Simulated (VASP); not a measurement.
Write the native input for VASP 6.6.1 that does the following.

```yaml
Task: single point
Functional: r2SCAN
Potentials_or_basis: VASP PAW PBE potentials, release 64 (Si, C)
Cutoff: 520 eV
k_mesh: 12 × 12 × 12
Occupations: gaussian, width 0.05 eV
Spin: no spin polarisation
Dipole_correction: no
Further_INCAR_settings: ALGO = Normal; EDIFF = 1e-06; NBANDS = 11
```

Crystal: SiC.

```
Si C
1.0
     0.00000    2.34792    2.34792
     2.34792    0.00000    2.34792
     2.34792    2.34792    0.00000
Si C
1 1
Cartesian
  0.0000 0.0000 0.0000
  3.5219 3.5219 3.5219
```

This cell differs from its parent crystal: strain +0.080 along x and y, +0.080 along z.

The input as run:

POSCAR

```
SiC
1.0
    0.0000000000      2.3479200000      2.3479200000
    2.3479200000      0.0000000000      2.3479200000
    2.3479200000      2.3479200000      0.0000000000
Si C
1 1
Direct
    0.0000000000      0.0000000000      0.0000000000
    0.7500000000      0.7500000000      0.7500000000
```

INCAR.step1

```
SYSTEM = SiC
PREC     = Accurate       ! precision mode
ENCUT    = 520            ! plane-wave cutoff, eV
ISMEAR   = 0              ! smearing method
SIGMA    = 0.05           ! smearing width, eV
LREAL    = .False.        ! projectors in reciprocal space
LASPH    = .True.         ! aspherical terms in the spheres
NELM     = 100            ! most SCF steps
NBANDS   = 11             ! bands
GGA      = PE             ! functional
ALGO     = Normal         ! electronic algorithm
EDIFF    = 1E-4           ! SCF threshold, eV
LWAVE    = .True.         ! write WAVECAR
LCHARG   = .False.        ! write CHGCAR
```

INCAR.step2

```
SYSTEM = SiC
PREC     = Accurate       ! precision mode
ENCUT    = 520            ! plane-wave cutoff, eV
EDIFF    = 1E-6           ! SCF threshold, eV
ISMEAR   = 0              ! smearing method
SIGMA    = 0.05           ! smearing width, eV
LREAL    = .False.        ! projectors in reciprocal space
LASPH    = .True.         ! aspherical terms in the spheres
NELM     = 100            ! most SCF steps
ALGO     = Normal         ! electronic algorithm
ISIF     = 2              ! what is computed and relaxed
LWAVE    = .False.        ! write WAVECAR
LCHARG   = .True.         ! write CHGCAR
METAGGA  = R2SCAN         ! meta-GGA
LMIXTAU  = .True.       
LELF     = .True.         ! ELF
LVHAR    = .True.       
NBANDS   = 11             ! bands
ISTART   = 1
```

KPOINTS

```
Automatic mesh
0
Gamma
  12 12 12
  0 0 0
```

Potentials or basis: VASP PAW PBE potentials, release 64 (Si, C).

Run with:

```sh
$ cat potpaw_PBE.64/Si/POTCAR potpaw_PBE.64/C/POTCAR > POTCAR
$ cp INCAR.step1 INCAR
$ mpirun -np 1 vasp_std > vasp.out
$ cp INCAR.step2 INCAR
$ mpirun -np 1 vasp_std > vasp.out
```

It gave:

```
Pressure               : -32.6 GPa
Band gap on the k mesh : 1.83 eV, indirect (least direct gap 4.08 eV)
```

Caveat: the cell differs from its parent crystal (strain +0.080 along x and y, +0.080 along z); the PAW data sets were made with another functional, which shifts forces and pressure a little.

It took 66 s on 1 thread of Intel(R) Xeon(R) Platinum 8488C (Sapphire Rapids), with other jobs on the host, peak memory 0.16 GiB.
